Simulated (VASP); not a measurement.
# BaF2 (Fm-3m) in VASP: further runs

BaF2 is run at these levels: PBE; tasks: single point.

All numbers are computed with VASP 6.6.1; they aren't measurements. Logs are shortened: lines on timing, memory, paths and dates and some standing lists are left out, and cuts for length are marked.

### 1 The cell of the first run

Symmetry: Fm-3m, No. 225, cubic system. Conventional cell: a = 5.751 Å, b = 5.751 Å, c = 5.751 Å, α = 90.00°, β = 90.00°, γ = 90.00°. Ba (site symmetry m-3m) has 8 F at 2.49 Å within 3.3 Å. F (site symmetry -43m) has 4 Ba at 2.49 Å and 6 F at 2.88 Å within 3.3 Å.

### 2 Single point, PBE (Ca replaced by Ba, lengths x 1.081, strained)

File INCAR:

```
SYSTEM = BaF2
PREC = Accurate ; ENCUT = 600
EDIFF = 1E-6 ; ISMEAR = 0
SIGMA = 0.1 ; LREAL = .FALSE.
LASPH = .TRUE. ; NELM = 120
ALGO = Normal ; ISIF = 2
LWAVE = .FALSE. ; LCHARG = .TRUE.
GGA = PE ; LELF = .TRUE.
LVHAR = .TRUE. ; NBANDS = 19
GGA_COMPAT = .FALSE.
```

File KPOINTS:

```
Automatic mesh
0
G
  6 6 6
  0 0 0
```

File POSCAR:

```
BaF2
1.0
    0.0000000000      2.8753043753      2.8753043753
    2.8753043753      0.0000000000      2.8753043753
    2.8753043753      2.8753043753      0.0000000000
Ba F
1 2
Direct
    0.0000000000      0.0000000000      0.0000000000
    0.2500000000      0.2500000000      0.2500000000
    0.7500000000      0.7500000000      0.7500000000
```

Potentials or basis: VASP PAW PBE potentials, release 64 (Ba_sv, F).

On the command line:

```bash
> cat potpaw_PBE.64/Ba_sv/POTCAR potpaw_PBE.64/F/POTCAR > POTCAR
> mpirun -np 1 vasp_std > vasp.out
```

OUTCAR:

```text
SYSTEM = BaF2
   PREC = Accurate
   ENCUT = 600
   EDIFF = 1E-6
   ISMEAR = 0
   LREAL = .FALSE.
   LASPH = .TRUE.
   NELM = 120
   ISIF = 2
   GGA = PE

 ion  position               nearest neighbor table
   1  0.000  0.000  0.000-   3 2.49   3 2.49   2 2.49   2 2.49   3 2.49   2 2.49   3 2.49   2 2.49

   2  0.250  0.250  0.250-   1 2.49   1 2.49   1 2.49   1 2.49
   3  0.750  0.750  0.750-   1 2.49   1 2.49   1 2.49   1 2.49

  LATTYP: Found a face centered cubic cell.
 ALAT       =     5.7506087506

  Lattice vectors:

 A1 = (   0.0000000000,   2.8753043753,   2.8753043753)
 A2 = (   2.8753043753,   0.0000000000,   2.8753043753)
 A3 = (   2.8753043753,   2.8753043753,   0.0000000000)

Analysis of symmetry for initial positions (statically):
=====================================================================
 Subroutine PRICEL returns:
 Original cell was already a primitive cell.

 Routine SETGRP: Setting up the symmetry group for a
 face centered cubic supercell.

 Subroutine GETGRP returns: Found 48 space group operations
 (whereof 48 operations were pure point group operations)
 out of a pool of 48 trial point group operations.

The static configuration has the point symmetry O_h .

Analysis of symmetry for dynamics (positions and initial velocities):
=====================================================================
 Subroutine PRICEL returns:
 Original cell was already a primitive cell.

 Routine SETGRP: Setting up the symmetry group for a
 face centered cubic supercell.

 Subroutine GETGRP returns: Found 48 space group operations
 (whereof 48 operations were pure point group operations)
 out of a pool of 48 trial point group operations.

The dynamic configuration has the point symmetry O_h .

 Subroutine INISYM returns: Found 48 space group operations
 (whereof 48 operations are pure point group operations),
 and found     1 'primitive' translations

----------------------------------------------------------------------------------------

                                     Primitive cell

  volume of cell :      47.5424

  direct lattice vectors                    reciprocal lattice vectors
     0.000000000  2.875304375  2.875304375    -0.173894633  0.173894633  0.173894633
     2.875304375  0.000000000  2.875304375     0.173894633 -0.173894633  0.173894633
     2.875304375  2.875304375  0.000000000     0.173894633  0.173894633 -0.173894633

  length of vectors
     4.066294443  4.066294443  4.066294443     0.301194340  0.301194340  0.301194340

  position of ions in fractional coordinates (direct lattice)
     0.000000000  0.000000000  0.000000000
     0.250000000  0.250000000  0.250000000
     0.750000000  0.750000000  0.750000000

  ion indices of the primitive-cell ions
   primitive index   ion index
                 1           1
                 2           2
                 3           3

----------------------------------------------------------------------------------------

 KPOINTS: Automatic mesh

Automatic generation of k-mesh.
 Grid dimensions read from file:
 generate k-points for:    6    6    6

 Generating k-lattice:

  Cartesian coordinates                     Fractional coordinates (reciprocal lattice)
    -0.028982439  0.028982439  0.028982439     0.166666667  0.000000000  0.000000000
     0.028982439 -0.028982439  0.028982439     0.000000000  0.166666667  0.000000000
     0.028982439  0.028982439 -0.028982439     0.000000000  0.000000000  0.166666667

  Length of vectors
     0.050199057  0.050199057  0.050199057

  Shift w.r.t. Gamma in fractional coordinates (k-lattice)
     0.000000000  0.000000000  0.000000000

 Subroutine IBZKPT returns following result:
 ===========================================

 Found     16 irreducible k-points:

 Following reciprocal coordinates:
            Coordinates               Weight
  0.000000  0.000000  0.000000      1.000000
  0.166667  0.000000  0.000000      8.000000
  0.333333  0.000000  0.000000      8.000000
  0.500000  0.000000  0.000000      4.000000
  0.166667  0.166667  0.000000      6.000000
  0.333333  0.166667  0.000000     24.000000
[... 8 lines left out ...]
 -0.333333  0.333333  0.166667     24.000000
 -0.333333  0.500000  0.166667     12.000000
   k-points           NKPTS =     16   k-points in BZ     NKDIM =     16   number of bands    NBANDS=     19
   number of dos      NEDOS =    301   number of ions     NIONS =      3
   total plane-waves  NPLWV =  32768
   dimension x,y,z NGX =    32 NGY =   32 NGZ =   32
   dimension x,y,z NGXF=    64 NGYF=   64 NGZF=   64
   ions per type =               1   2
   NGX,Y,Z   is equivalent  to a cutoff of  13.08, 13.08, 13.08 a.u.
   NGXF,Y,Z  is equivalent  to a cutoff of  26.17, 26.17, 26.17 a.u.
 SYSTEM =  BaF2
   PREC   = accura    normal or accurate (medium, high low for compatibility)
   ISTART =      0    job   : 0-new  1-cont  2-samecut
   ICHARG =      2    charge: 1-file 2-atom 10-const
   ISPIN  =      1    spin polarized calculation?
   LNONCOLLINEAR =      F non collinear calculations
   LSORBIT =      F    spin-orbit coupling
   LASPH  =      T    aspherical Exc in radial PAW
   ENCUT  =  600.0 eV  44.10 Ry    6.64 a.u.   8.12  8.12  8.12*2*pi/ulx,y,z
   NELM   =    120;   NELMIN=  2; NELMDL= -5     # of ELM steps
   EDIFF  = 0.1E-05   stopping-criterion for ELM
   LREAL  =      F    real-space projection
   EDIFFG = 0.1E-04   stopping-criterion for IOM
   NSW    =      0    number of steps for IOM
   IBRION =     -1    ionic relax: 0-MD 1-quasi-New 2-CG
   NFREE  =      0    steps in history (QN), initial steepest desc. (CG)
   ISIF   =      2    stress and relaxation
   ISYM   =      2    0-nonsym 1-usesym 2-fastsym
   POTIM  = 0.5000    time-step for ionic-motion
   TEBEG  =    0.0;   TEEND  =   0.0 temperature during run
   PSTRESS=    0.0 pullay stress
   NELECT =      24.0000    total number of electrons
   NUPDOWN=      -1.0000    fix difference up-down
   EMIN   =  10.00;   EMAX   =-10.00  energy-range for DOS
   EFERMI =   0.00;   METHOD = LEGACY
   ISMEAR =     0;   SIGMA  =   0.10  broadening in eV -4-tet -1-fermi 0-gaus
   EFERMI_NEDOS =   21; number of points for ismear=-14 and -15
   IALGO  =     38    algorithm
   IMIX   =      4    mixing-type and parameters
     AMIX     =   0.40;   BMIX     =  1.00
     AMIX_MAG =   1.60;   BMIX_MAG =  1.00
  volume/ion in A,a.u.               =      15.85       106.94
  Fermi-wavevector in a.u.,A,eV,Ry     =   1.303521  2.463298 23.118576  1.699167
  Thomas-Fermi vector in A             =   2.434518
   LORBIT       =      0    0 simple, 1 ext, 2 COOP (PROOUT), +10 PAW based schemes
   GGA     = PE    functional components
   LHFCALC =     F    Hartree Fock is set to
   AEXX    =    0.0000 exact exchange contribution
   IVDW    =     0    specifies the selected vdW correction
   LEPSILON=     F    determine dielectric tensor
   LRPA    =     F    only Hartree local field effects (RPA)
 non-spin polarized calculation
 Gauss-broadening in eV      SIGMA  =   0.10
  energy-cutoff  :      600.00
  volume of cell :       47.54
 maximum number of plane-waves:      1600
   NGX = 17   NGY = 17   NGZ = 17

 number of electron      23.9999982 magnetization

 Free energy of the ion-electron system (eV)
  ---------------------------------------------------
  ext. energy  EPLUGINS =         0.00000000
  ---------------------------------------------------
  free energy    TOTEN  =       -16.16565001 eV

  energy without entropy =      -16.16565001  energy(sigma->0) =      -16.16565001

 E-fermi :  -0.3707     XC(G=0):  -9.7874

 val. band max:       -0.8963065286   @ k =   0.5000   0.3333   0.1667
 cond. band min:       6.6216772942   @ k =   0.5000   0.5000   0.0000
 fundamental gap:      7.5179838228
 Fermi energy:        -0.3706562814

 k-point     1 :       0.0000    0.0000    0.0000
  band No.  band energies     occupation
      1     -23.9516      2.00000
      2     -20.3444      2.00000
      3     -19.6289      2.00000
      4      -8.1234      2.00000
      5      -8.1234      2.00000
      6      -8.1234      2.00000
[... 11 lines left out ...]
     18      12.3586      0.00000
     19      16.0279      0.00000

 k-point     2 :       0.1667    0.0000    0.0000
  band No.  band energies     occupation
      1     -23.8061      2.00000
      2     -20.3964      2.00000
      3     -19.8219      2.00000
      4      -8.2425      2.00000
      5      -8.2304      2.00000
      6      -8.2304      2.00000
[... 11 lines left out ...]
     18      12.3559      0.00000
     19      14.9706      0.00000

 k-point     3 :       0.3333    0.0000    0.0000
  band No.  band energies     occupation
      1     -23.4565      2.00000
      2     -20.6023      2.00000
      3     -20.1643      2.00000
      4      -8.4229      2.00000
      5      -8.4229      2.00000
      6      -8.4056      2.00000
[... 11 lines left out ...]
     18      12.3787      0.00000
     19      14.4517      0.00000

 k-point     4 :       0.5000    0.0000    0.0000
  band No.  band energies     occupation
      1     -23.2328      2.00000
      2     -20.8199      2.00000
      3     -20.2692      2.00000
      4      -8.5104      2.00000
      5      -8.5104      2.00000
      6      -8.4616      2.00000
[... 11 lines left out ...]
     18      12.4118      0.00000
     19      15.6111      0.00000

 k-point     5 :       0.1667    0.1667    0.0000
  band No.  band energies     occupation
      1     -23.7556      2.00000
      2     -20.4046      2.00000
      3     -19.8962      2.00000
      4      -8.3946      2.00000
      5      -8.3946      2.00000
      6      -8.0154      2.00000
[... 11 lines left out ...]
     18      12.4465      0.00000
     19      16.1038      0.00000

 k-point     6 :       0.3333    0.1667    0.0000
  band No.  band energies     occupation
      1     -23.4640      2.00000
      2     -20.5192      2.00000
      3     -20.2376      2.00000
      4      -8.6038      2.00000
      5      -8.5953      2.00000
      6      -8.0638      2.00000
[... 11 lines left out ...]
     18      12.5773      0.00000
     19      14.9264      0.00000

 k-point     7 :       0.5000    0.1667    0.0000
  band No.  band energies     occupation
      1     -23.1640      2.00000
      2     -20.7784      2.00000
      3     -20.4117      2.00000
      4      -8.6592      2.00000
      5      -8.6463      2.00000
      6      -8.2874      2.00000
[... 11 lines left out ...]
     18      12.7193      0.00000
     19      15.3755      0.00000

 k-point     8 :      -0.3333    0.1667    0.0000
  band No.  band energies     occupation
      1     -23.2459      2.00000
      2     -20.6949      2.00000
      3     -20.3815      2.00000
      4      -8.5364      2.00000
      5      -8.5193      2.00000
      6      -8.4680      2.00000
[... 11 lines left out ...]
     18      12.9010      0.00000
     19      15.1274      0.00000

 k-point     9 :      -0.1667    0.1667    0.0000
  band No.  band energies     occupation
      1     -23.5867      2.00000
      2     -20.4753      2.00000
      3     -20.0947      2.00000
      4      -8.4609      2.00000
      5      -8.3343      2.00000
      6      -8.3017      2.00000
[... 11 lines left out ...]
     18      12.6230      0.00000
     19      14.9511      0.00000

 k-point    10 :       0.3333    0.3333    0.0000
  band No.  band energies     occupation
      1     -23.2595      2.00000
      2     -20.5316      2.00000
      3     -20.5218      2.00000
      4      -8.8492      2.00000
      5      -8.8492      2.00000
      6      -7.7737      2.00000
[... 11 lines left out ...]
     18      12.6943      0.00000
     19      16.0167      0.00000

 k-point    11 :       0.5000    0.3333    0.0000
  band No.  band energies     occupation
      1     -23.0010      2.00000
      2     -20.8105      2.00000
      3     -20.6005      2.00000
      4      -8.9277      2.00000
      5      -8.9256      2.00000
      6      -7.8600      2.00000
[... 11 lines left out ...]
     18      14.0742      0.00000
     19      15.3917      0.00000

 k-point    12 :      -0.3333    0.3333    0.0000
  band No.  band energies     occupation
      1     -22.9959      2.00000
      2     -20.7850      2.00000
      3     -20.6378      2.00000
      4      -8.7914      2.00000
      5      -8.7739      2.00000
      6      -8.2004      2.00000
[... 11 lines left out ...]
     18      14.2950      0.00000
     19      16.1364      0.00000

 k-point    13 :       0.5000    0.5000    0.0000
  band No.  band energies     occupation
      1     -22.9010      2.00000
      2     -20.9580      2.00000
      3     -20.5789      2.00000
      4      -9.0464      2.00000
      5      -9.0464      2.00000
      6      -7.6367      2.00000
[... 11 lines left out ...]
     18      14.3598      0.00000
     19      15.8033      0.00000

 k-point    14 :       0.5000    0.3333    0.1667
  band No.  band energies     occupation
      1     -23.1749      2.00000
      2     -20.6122      2.00000
      3     -20.5647      2.00000
      4      -8.8509      2.00000
      5      -8.6223      2.00000
      6      -8.1268      2.00000
[... 11 lines left out ...]
     18      13.4621      0.00000
     19      15.5638      0.00000

 k-point    15 :      -0.3333    0.3333    0.1667
  band No.  band energies     occupation
      1     -22.9958      2.00000
      2     -20.7861      2.00000
      3     -20.6367      2.00000
      4      -8.9667      2.00000
      5      -8.4048      2.00000
      6      -8.3957      2.00000
[... 11 lines left out ...]
     18      14.2428      0.00000
     19      15.5813      0.00000

 k-point    16 :      -0.3333    0.5000    0.1667
  band No.  band energies     occupation
      1     -22.9005      2.00000
      2     -20.8678      2.00000
      3     -20.6785      2.00000
      4      -9.0913      2.00000
      5      -8.7115      2.00000
      6      -8.0098      2.00000
[... 11 lines left out ...]
     18      15.8630      0.00000
     19      16.0611      0.00000

------------------------ aborting loop because EDIFF is reached ----------------------------------------

  FORCE on cell =-STRESS in cart. coord.  units (eV):
  Direction    XX          YY          ZZ          XY          YZ          ZX
  --------------------------------------------------------------------------------------
  -------------------------------------------------------------------------------------
  Total        8.0110583      8.0110583      8.0110583     -0.0000000     -0.0000000      0.0000000
  in kB      269.9721744    269.9721744    269.9721744     -0.0000000     -0.0000000      0.0000000
  external PRESSURE =     269.9721744 kB  Pullay stress =       0.0000000 kB

 VOLUME and BASIS-vectors are now :
 -----------------------------------------------------------------------------
  energy-cutoff  :      600.00
  volume of cell :       47.54
      direct lattice vectors                 reciprocal lattice vectors
     0.000000000  2.875304375  2.875304375    -0.173894633  0.173894633  0.173894633
     2.875304375  0.000000000  2.875304375     0.173894633 -0.173894633  0.173894633
     2.875304375  2.875304375  0.000000000     0.173894633  0.173894633 -0.173894633

 POSITION                                       TOTAL-FORCE (eV/Angst)
 -----------------------------------------------------------------------------------
      0.00000      0.00000      0.00000         0.000000      0.000000      0.000000
      1.43765      1.43765      1.43765        -0.000000     -0.000000     -0.000000
      4.31296      4.31296      4.31296         0.000000      0.000000      0.000000
 -----------------------------------------------------------------------------------
    total drift:                               -0.000000     -0.000000      0.000000

  FREE ENERGIE OF THE ION-ELECTRON SYSTEM (eV)
  ---------------------------------------------------
  free  energy   TOTEN  =       -16.1656500100 eV

  energy  without entropy=      -16.1656500100  energy(sigma->0) =      -16.16565001
```

Run time: 30 s. Hardware: 1 thread of Intel Xeon 8259CL, shared host; peak memory 0.18 GiB.

Results:

| Property | Result |
| --- | --- |
| Free energy | -16.1657 eV |
| Pressure | 27.0 GPa |
| Band gap on the k mesh | 7.52 eV, indirect (least direct gap 7.61 eV) |

Caveat: the cell differs from its parent crystal (Ca replaced by Ba, lengths x 1.081, strained); spin-orbit coupling is left out, which moves the levels of the heavy elements.

(Continued in part 2 of 2.)
